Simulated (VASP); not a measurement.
# Pb (Im-3m) in VASP: notebook

The runs below take Pb through single point, relaxation of cell and atoms, with PBE.

Everything below comes from runs of VASP 6.6.1. Logs are shortened: lines on timing, memory, paths and dates and some standing lists are left out, and cuts for length are marked.

## 1. The cell of the first run

Symmetry: Im-3m, No. 229, cubic system. Conventional cell: a = 4.000 Å, b = 4.000 Å, c = 4.000 Å, α = 90.00°, β = 90.00°, γ = 90.00°. Within 4.6 Å of Pb (site symmetry m-3m) lie 14 Pb at 3.46 to 4.00 Å.

## 2. Single point, PBE

Contents of INCAR:

```
ALGO = Normal
EDIFF = 1E-7
ENCUT = 520
GGA = PE
ISIF = 2
ISMEAR = -1
LASPH = T
LCHARG = T
LELF = T
LREAL = F
LVHAR = T
LWAVE = F
NBANDS = 13
NELM = 80
PREC = Accurate
SIGMA = 0.1
```

Contents of KPOINTS:

```
k-points
0
Gamma
  15 15 15
```

Contents of POSCAR:

```
Pb
1.0
   -1.9998755149      1.9998755149      1.9998755149
    1.9998755149     -1.9998755149      1.9998755149
    1.9998755149      1.9998755149     -1.9998755149
Pb
1
Direct
    0.0000000000      0.0000000000      0.0000000000
```

Potentials or basis: VASP PAW PBE potentials, release 64 (Pb_d).

On the command line:

```console
cat potpaw_PBE.64/Pb_d/POTCAR > POTCAR
mpirun -np 1 vasp_std > vasp.out
```

OUTCAR:

```text
EDIFF = 1E-7
   ENCUT = 520
   GGA = PE
   ISIF = 2
   ISMEAR = -1
   LASPH = T
   LREAL = F
   NELM = 80
   PREC = Accurate

 ion  position               nearest neighbor table
   1  0.000  0.000  0.000-

  LATTYP: Found a body centered cubic cell.
 ALAT       =     3.9997510298

  Lattice vectors:

 A1 = (  -1.9998755149,   1.9998755149,   1.9998755149)
 A2 = (   1.9998755149,  -1.9998755149,   1.9998755149)
 A3 = (   1.9998755149,   1.9998755149,  -1.9998755149)

Analysis of symmetry for initial positions (statically):
=====================================================================
 Subroutine PRICEL returns:
 Original cell was already a primitive cell.

 Routine SETGRP: Setting up the symmetry group for a
 body centered cubic supercell.

 Subroutine GETGRP returns: Found 48 space group operations
 (whereof 48 operations were pure point group operations)
 out of a pool of 48 trial point group operations.

The static configuration has the point symmetry O_h .

Analysis of symmetry for dynamics (positions and initial velocities):
=====================================================================
 Subroutine PRICEL returns:
 Original cell was already a primitive cell.

 Routine SETGRP: Setting up the symmetry group for a
 body centered cubic supercell.

 Subroutine GETGRP returns: Found 48 space group operations
 (whereof 48 operations were pure point group operations)
 out of a pool of 48 trial point group operations.

The dynamic configuration has the point symmetry O_h .

 Subroutine INISYM returns: Found 48 space group operations
 (whereof 48 operations are pure point group operations),
 and found     1 'primitive' translations

----------------------------------------------------------------------------------------

                                     Primitive cell

  volume of cell :      31.9940

  direct lattice vectors                    reciprocal lattice vectors
    -1.999875515  1.999875515  1.999875515     0.000000000  0.250015562  0.250015562
     1.999875515 -1.999875515  1.999875515     0.250015562  0.000000000  0.250015562
     1.999875515  1.999875515 -1.999875515     0.250015562  0.250015562  0.000000000

  length of vectors
     3.463886001  3.463886001  3.463886001     0.353575398  0.353575398  0.353575398

  position of ions in fractional coordinates (direct lattice)
     0.000000000  0.000000000  0.000000000

  ion indices of the primitive-cell ions
   primitive index   ion index
                 1           1

----------------------------------------------------------------------------------------

 KPOINTS: k-points

Automatic generation of k-mesh.
 Grid dimensions read from file:
 generate k-points for:   15   15   15

 Generating k-lattice:

  Cartesian coordinates                     Fractional coordinates (reciprocal lattice)
     0.000000000  0.016667704  0.016667704     0.066666667  0.000000000  0.000000000
     0.016667704  0.000000000  0.016667704     0.000000000  0.066666667  0.000000000
     0.016667704  0.016667704  0.000000000     0.000000000  0.000000000  0.066666667

  Length of vectors
     0.023571693  0.023571693  0.023571693

  Shift w.r.t. Gamma in fractional coordinates (k-lattice)
     0.000000000  0.000000000  0.000000000

 Subroutine IBZKPT returns following result:
 ===========================================

 Found    120 irreducible k-points:

 Following reciprocal coordinates:
            Coordinates               Weight
  0.000000  0.000000  0.000000      1.000000
  0.066667  0.000000  0.000000     12.000000
  0.133333  0.000000  0.000000     12.000000
  0.200000  0.000000  0.000000     12.000000
  0.266667  0.000000  0.000000     12.000000
  0.333333  0.000000  0.000000     12.000000
[... 16 lines left out ...]
  0.333333  0.200000 -0.000000     48.000000
  0.400000  0.200000  0.000000     24.000000
 [... further k-points ...]
   k-points           NKPTS =    120   k-points in BZ     NKDIM =    120   number of bands    NBANDS=     13
   number of dos      NEDOS =    301   number of ions     NIONS =      1
   total plane-waves  NPLWV =  21952
   dimension x,y,z NGX =    28 NGY =   28 NGZ =   28
   dimension x,y,z NGXF=    56 NGYF=   56 NGZF=   56
   ions per type =               1
   NGX,Y,Z   is equivalent  to a cutoff of  13.44, 13.44, 13.44 a.u.
   NGXF,Y,Z  is equivalent  to a cutoff of  26.88, 26.88, 26.88 a.u.
 SYSTEM =  unknown system
   PREC   = accura    normal or accurate (medium, high low for compatibility)
   ISTART =      0    job   : 0-new  1-cont  2-samecut
   ICHARG =      2    charge: 1-file 2-atom 10-const
   ISPIN  =      1    spin polarized calculation?
   LNONCOLLINEAR =      F non collinear calculations
   LSORBIT =      F    spin-orbit coupling
   LASPH  =      T    aspherical Exc in radial PAW
   ENCUT  =  520.0 eV  38.22 Ry    6.18 a.u.   6.44  6.44  6.44*2*pi/ulx,y,z
   NELM   =     80;   NELMIN=  2; NELMDL= -5     # of ELM steps
   EDIFF  = 0.1E-06   stopping-criterion for ELM
   LREAL  =      F    real-space projection
   EDIFFG = 0.1E-05   stopping-criterion for IOM
   NSW    =      0    number of steps for IOM
   IBRION =     -1    ionic relax: 0-MD 1-quasi-New 2-CG
   NFREE  =      0    steps in history (QN), initial steepest desc. (CG)
   ISIF   =      2    stress and relaxation
   ISYM   =      2    0-nonsym 1-usesym 2-fastsym
   POTIM  = 0.5000    time-step for ionic-motion
   TEBEG  =    0.0;   TEEND  =   0.0 temperature during run
   PSTRESS=    0.0 pullay stress
   NELECT =      14.0000    total number of electrons
   NUPDOWN=      -1.0000    fix difference up-down
   EMIN   =  10.00;   EMAX   =-10.00  energy-range for DOS
   EFERMI =   0.00;   METHOD = LEGACY
   ISMEAR =    -1;   SIGMA  =   0.10  broadening in eV -4-tet -1-fermi 0-gaus
   EFERMI_NEDOS =   21; number of points for ismear=-14 and -15
   IALGO  =     38    algorithm
   IMIX   =      4    mixing-type and parameters
     AMIX     =   0.40;   BMIX     =  1.00
     AMIX_MAG =   1.60;   BMIX_MAG =  1.00
  volume/ion in A,a.u.               =      31.99       215.91
  Fermi-wavevector in a.u.,A,eV,Ry     =   1.242876  2.348696 21.017482  1.544741
  Thomas-Fermi vector in A             =   2.377212
   LORBIT       =      0    0 simple, 1 ext, 2 COOP (PROOUT), +10 PAW based schemes
   GGA     = PE    functional components
   LHFCALC =     F    Hartree Fock is set to
   AEXX    =    0.0000 exact exchange contribution
   IVDW    =     0    specifies the selected vdW correction
   LEPSILON=     F    determine dielectric tensor
   LRPA    =     F    only Hartree local field effects (RPA)
 non-spin polarized calculation
  energy-cutoff  :      520.00
  volume of cell :       31.99
 maximum number of plane-waves:       897
 NGX is ok and might be reduce to    28
   NGX = 13   NGY = 13   NGZ = 13

 number of electron      13.9999997 magnetization

 Free energy of the ion-electron system (eV)
  ---------------------------------------------------
  ext. energy  EPLUGINS =         0.00000000
  ---------------------------------------------------
  free energy    TOTEN  =        -3.53039797 eV

  energy without entropy =       -3.50982102  energy(sigma->0) =       -3.52010949

 E-fermi :   6.6780     XC(G=0):  -9.9332

 val. band max:        6.6703113320   @ k =  -0.4667  -0.4667   0.2667
 cond. band min:       6.6970650121   @ k =  -0.3333   0.4667   0.2000
 fundamental gap:      0.0267536801
 Fermi energy:         6.6779636809

 k-point     1 :       0.0000    0.0000    0.0000
  band No.  band energies     occupation
      1     -10.3925      2.00000
      2     -10.3925      2.00000
      3     -10.3925      2.00000
      4     -10.1864      2.00000
      5     -10.1864      2.00000
      6      -4.7098      2.00000
      7      13.8730      0.00000
      8      13.8730      0.00000
      9      13.8730      0.00000
     10      17.7235      0.00000
     11      17.7235      0.00000
     12      17.7235      0.00000
     13      17.7606      0.00000

 k-point     2 :       0.0667    0.0000    0.0000
  band No.  band energies     occupation
      1     -10.3956      2.00000
      2     -10.3885      2.00000
      3     -10.3788      2.00000
      4     -10.1899      2.00000
      5     -10.1868      2.00000
      6      -4.6243      2.00000
      7      12.9302      0.00000
      8      13.5829      0.00000
      9      13.7668      0.00000
     10      17.0428      0.00000
     11      17.4437      0.00000
     12      17.6126      0.00000
     13      18.4162      0.00000

 k-point     3 :       0.1333    0.0000    0.0000
  band No.  band energies     occupation
      1     -10.4044      2.00000
      2     -10.3782      2.00000
      3     -10.3395      2.00000
      4     -10.1990      2.00000
      5     -10.1876      2.00000
      6      -4.3682      2.00000
      7      11.0957      0.00000
      8      12.8946      0.00000
      9      13.4605      0.00000
     10      16.1150      0.00000
     11      16.9292      0.00000
     12      17.5479      0.00000
     13      19.2799      0.00000
[... 305 lines left out ...]
 k-point    23 :       0.3333    0.2000   -0.0000
  band No.  band energies     occupation
      1     -10.4277      2.00000
      2     -10.3316      2.00000
      3     -10.2165      2.00000
      4     -10.2034      2.00000
      5     -10.1157      2.00000
      6      -1.1393      2.00000
      7       3.9897      2.00000
      8       7.1166      0.02457
      9      10.8583      0.00000
     10      15.8435      0.00000
     11      18.0917      0.00000
     12      19.5831      0.00000
     13      20.2945      0.00000

 k-point    24 :       0.4000    0.2000    0.0000
  band No.  band energies     occupation
      1     -10.4290      2.00000
      2     -10.3302      2.00000
      3     -10.2183      2.00000
      4     -10.1980      2.00000
      5     -10.1109      2.00000
      6      -0.8473      2.00000
      7       3.5904      2.00000
      8       6.9539      0.11910
      9      10.7835      0.00000
     10      15.7883      0.00000
     11      18.7430      0.00000
     12      19.5280      0.00000
     13      19.5489      0.00000

 [... further k-points ...]

------------------------ aborting loop because EDIFF is reached ----------------------------------------

  FORCE on cell =-STRESS in cart. coord.  units (eV):
  Direction    XX          YY          ZZ          XY          YZ          ZX
  --------------------------------------------------------------------------------------
  -------------------------------------------------------------------------------------
  Total       -0.0087366     -0.0087366     -0.0087366      0.0000000     -0.0000000      0.0000000
  in kB       -0.4375043     -0.4375043     -0.4375043      0.0000000     -0.0000000      0.0000000
  external PRESSURE =      -0.4375043 kB  Pullay stress =       0.0000000 kB

 VOLUME and BASIS-vectors are now :
 -----------------------------------------------------------------------------
  energy-cutoff  :      520.00
  volume of cell :       31.99
      direct lattice vectors                 reciprocal lattice vectors
    -1.999875515  1.999875515  1.999875515     0.000000000  0.250015562  0.250015562
     1.999875515 -1.999875515  1.999875515     0.250015562  0.000000000  0.250015562
     1.999875515  1.999875515 -1.999875515     0.250015562  0.250015562  0.000000000

 POSITION                                       TOTAL-FORCE (eV/Angst)
 -----------------------------------------------------------------------------------
      0.00000      0.00000      0.00000        -0.000000      0.000000     -0.000000
 -----------------------------------------------------------------------------------
    total drift:                               -0.000000     -0.000000     -0.000000

  FREE ENERGIE OF THE ION-ELECTRON SYSTEM (eV)
  ---------------------------------------------------
  free  energy   TOTEN  =        -3.5303979674 eV

  energy  without entropy=       -3.5098210159  energy(sigma->0) =       -3.52010949
```

Run time: 34 s. Hardware: 1 thread of Intel Xeon Platinum 8375C at 2.90GHz (Ice Lake), shared host; peak memory 0.18 GiB.

Results:

- Free energy: -3.5304 eV
- Pressure: 0.0 GPa
- Band gap on the k mesh: zero (band 7 reaches 13.87 eV, above the bottom of band 8 at 4.78 eV)

Levels at points of the mesh, in eV from the Fermi level:
| k point | band 5 | band 6 | band 7 | band 8 | band 9 | band 10 |
| --- | --- | --- | --- | --- | --- | --- |
| (0.00, 0.00, 0.00) | -16.86 | -11.39 | 7.20 | 7.20 | 7.20 | 11.05 |

Caveat: spin-orbit coupling is left out, which moves the levels of the heavy elements.

## 3. Relaxation of cell and atoms, PBE

This run uses another cell than the first one, of 31.91 Å³/atom, 0.997 times its volume.

Contents of INCAR:

```
ALGO = Normal
EDIFF = 1E-6
EDIFFG = -0.005
ENCUT = 600
GGA = PE
IBRION = 2
ISIF = 3
ISMEAR = -1
LASPH = True
LCHARG = False
LREAL = False
LWAVE = False
NELM = 80
NSW = 60
PREC = Accurate
SIGMA = 0.1
```

KPOINTS is that of step 2.

Contents of POSCAR:

```
Pb
1.0
   -1.9982067259      1.9982067259      1.9982067259
    1.9982067259     -1.9982067259      1.9982067259
    1.9982067259      1.9982067259     -1.9982067259
Pb
1
Direct
    0.0000000000      0.0000000000      0.0000000000
```

Potentials or basis: VASP PAW PBE potentials, release 64 (Pb_d).

On the command line:

```console
cat potpaw_PBE.64/Pb_d/POTCAR > POTCAR
mpirun -np 1 vasp_std > vasp.out
```

It took 39 s on 1 thread of Intel Xeon Platinum 8375C at 2.90GHz (Ice Lake), shared host; peak memory 0.19 GiB.

Results (log left out):

- Free energy: -3.5304 eV
- Relaxed volume: 32.02 Å³/atom
- Relaxed cell: a = 3.465 Å, b = 3.465 Å, c = 3.465 Å, α = 109.47°, β = 109.47°, γ = 109.47°
- Space group after relaxing (to 0.05 Å): Im-3m (No. 229)
- Energy gained by relaxing: 0.0 meV/atom
- Ionic steps: 2
- Pressure after relaxing: 0.0 GPa
- Band gap on the k mesh: zero (band 7 reaches 13.85 eV, above the bottom of band 8 at 4.77 eV)

Final structure:
```
CELL_PARAMETERS angstrom
-2.00050 2.00050 2.00050
2.00050 -2.00050 2.00050
2.00050 2.00050 -2.00050
ATOMIC_POSITIONS crystal
Pb 0.00000 0.00000 0.00000
```

Levels at points of the mesh, in eV from the Fermi level:
```
           k point  band 3  band 4  band 5  band 6  band 7  band 8  band 9  band 10  band 11
(0.00, 0.00, 0.00)  -17.07  -16.86  -16.86  -11.38    7.19    7.19    7.19    11.04    11.05
```

Caveat: spin-orbit coupling is left out, which moves the levels of the heavy elements.
